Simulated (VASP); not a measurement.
Wanted: the native input for a VASP 6.6.1 run.

* Task: relaxation of cell and atoms
* Functional: PBE
* Potentials or basis: VASP PAW PBE potentials, release 64 (Al)
* Cutoff: 600 eV
* k mesh: 5 × 5 × 5
* Occupations: fermi-dirac, width 0.1 eV
* Spin: no spin polarisation
* Dipole correction: no
* Further INCAR settings: ALGO = Normal; EDIFF = 1e-06; IBRION = 2; EDIFFG = -0.01; NSW = 80; ISIF = 3

The structure of Al lies in POSCAR:

```
Al
1.0
    5.1021510852      0.0000000000      0.0000000000
    0.0000000000      5.1021510852      0.0000000000
    0.0000000000      0.0000000000      5.1021510852
Al
8
Direct
    0.0000000000      0.0000000000      0.0000000000
    0.5000000000      0.5000000000      0.5000000000
    0.2500000000      0.0000000000      0.5000000000
    0.7500000000      0.0000000000      0.5000000000
    0.5000000000      0.2500000000      0.0000000000
    0.5000000000      0.7500000000      0.0000000000
    0.0000000000      0.5000000000      0.2500000000
    0.0000000000      0.5000000000      0.7500000000
```

The input as run:

INCAR

```
SYSTEM = Al
PREC = Accurate
ENCUT = 600
EDIFF = 1E-6
ISMEAR = -1
SIGMA = 0.1
LREAL = .False.
LASPH = .True.
NELM = 80
ALGO = Normal
ISIF = 3
LWAVE = .False.
LCHARG = .False.
GGA = PE
IBRION = 2
NSW = 80
EDIFFG = -0.01
```

KPOINTS

```
regular mesh
0
Gamma
  5 5 5
  0 0 0
```

Potentials or basis: VASP PAW PBE potentials, release 64 (Al).

Run with:

```sh
$ cat potpaw_PBE.64/Al/POTCAR > POTCAR
$ mpirun -np 1 vasp_std > vasp.out
```

Results of the run:

```yaml
Relaxed_volume: 16.93 Å³/atom
Relaxed_cell: a = 5.135 Å, b = 5.135 Å, c = 5.135 Å, α = 90.00°, β = 90.00°, γ = 90.00°
Space_group_after_relaxing_to_0.05_Å: Pm-3n (No. 223)
Energy_gained_by_relaxing: 1.5 meV/atom
Ionic_steps: 3
Pressure_after_relaxing: 0.0 GPa
Band_gap_on_the_k_mesh: zero (band 12 reaches 9.72 eV, above the bottom of band 13 at 7.17 eV)
```

Run time: 29 s on 1 thread of Intel(R) Xeon(R) 6975P-C (Granite Rapids), on a shared host, peak memory 0.25 GiB.
